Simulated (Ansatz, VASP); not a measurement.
# BP in VASP and in Ansatz

```xyz
2
Lattice="0.0000 2.2685 2.3083 2.2685 0.0000 2.3083 2.2685 2.2685 0.0000" Properties=species:S:1:pos:R:3 pbc="T T T"
B     0.0000    0.0000    0.0000
P     1.1343    1.1343    1.1541
```

Alike in both runs: task single point; functional PBE; k mesh 8 × 8 × 8; no spin polarisation.

|  | VASP | Ansatz |
| --- | --- | --- |
| version | VASP 6.6.1 | Ansatz 0.2.0 |
| potentials or method | VASP PAW PBE potentials, release 64 (B, P), cutoff 500 eV | scalar-relativistic, plane waves, PAW |
| occupations | gaussian, width 0.01 eV | fixed |
| valence electrons in the cell | 8 | 8 |

```csv
,VASP,Ansatz,Ansatz less VASP
gap on the k mesh at the Fermi level (eV),1.16,1.16,+0.004
least direct gap on the mesh (eV),3.29,3.29,+0.003
```
